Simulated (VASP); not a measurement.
The system is Si6Ge.

```
Si Ge
1.0
     2.55294   -2.48468   -0.05449
     2.55294    2.48468   -0.05449
    -0.43156    0.00000    9.11924
Si Ge
6 1
Direct
  0.74933 0.25067 0.00000
  0.25067 0.74933 0.00000
  0.50268 0.00617 0.74024
  0.99383 0.49732 0.25976
  0.49732 0.99383 0.25976
  0.00617 0.50268 0.74024
  0.50000 0.50000 0.50000
```

The cell was built from a structure type or drawn by symmetry, and may not be a known phase.

| Property | Result |
| --- | --- |
| Program | VASP 6.6.1 |
| Task | relaxation of cell and atoms |
| Functional | PBE |
| Potentials or basis | VASP PAW PBE potentials, release 64 (Si, Ge_d) |
| Cutoff | 600 eV |
| k mesh | 10 × 10 × 4 |
| Occupations | gaussian, width 0.1 eV |
| Spin | no spin polarisation |

At the start: pressure 0.0 GPa; volume 16.51 Å³/atom.

**Question.** Where does the relaxation end?

**Answer.** Over 24 steps the energy falls by 6.4 meV/atom and the volume is 16.45 Å³/atom (-0.4 %); space group C2/m (No. 12, to 0.1 Å) before, Cmmm (No. 65, to 0.1 Å).

The path:
| step | energy change (eV) | largest force (eV/Å) | pressure (GPa) | volume (Å³) |
| --- | --- | --- | --- | --- |
| 1 | 0.0000 | 0.0265 | 0.02 | 115.57 |
| 2 | -0.0099 | 0.0290 | -0.14 | 115.61 |
| 3 | -0.0292 | 0.0417 | -0.51 | 115.67 |
| 4 | -0.0299 | 0.0474 | -0.59 | 115.67 |
| 5 | -0.0304 | 0.0456 | -0.55 | 115.67 |
| 6 | -0.0362 | 0.0432 | -0.31 | 115.31 |
| 7 | -0.0390 | 0.0395 | -0.02 | 114.94 |
| 8 | -0.0391 | 0.0384 | 0.06 | 114.86 |
| 9 | -0.0418 | 0.0286 | 0.03 | 114.93 |
| 10 | -0.0437 | 0.0214 | 0.00 | 115.06 |
| 11 | -0.0437 | 0.0213 | 0.01 | 115.05 |
| 12 | -0.0440 | 0.0184 | -0.01 | 115.07 |
| 13 | -0.0441 | 0.0167 | -0.01 | 115.08 |
| 14 | -0.0441 | 0.0153 | 0.02 | 115.07 |
| 15 | -0.0442 | 0.0125 | 0.05 | 115.04 |
| 16 | -0.0443 | 0.0134 | 0.12 | 114.98 |
| 17 | -0.0443 | 0.0135 | 0.05 | 115.01 |
| 18 | -0.0444 | 0.0137 | 0.02 | 115.05 |
| 19 | -0.0444 | 0.0142 | -0.03 | 115.13 |
| 20 | -0.0444 | 0.0136 | -0.01 | 115.13 |
| 21 | -0.0444 | 0.0122 | -0.01 | 115.12 |
| 22 | -0.0445 | 0.0103 | 0.00 | 115.12 |
| 23 | -0.0446 | 0.0108 | 0.02 | 115.10 |
| 24 | -0.0446 | 0.0046 | -0.05 | 115.15 |

Final structure:
```
CELL_PARAMETERS angstrom
2.55166 -2.48833 0.03379
2.55166 2.48833 0.03379
-0.12256 0.00000 9.06586
ATOMIC_POSITIONS crystal
Si 0.74959 0.25041 0.00000
Si 0.25041 0.74959 0.00000
Si 0.49997 0.00008 0.74008
Si 0.99992 0.50003 0.25992
Si 0.50003 0.99992 0.25992
Si 0.00008 0.49997 0.74008
Ge 0.50000 0.50000 0.50000
```

Caveat: the highest band is partly filled, so the run has too few bands.
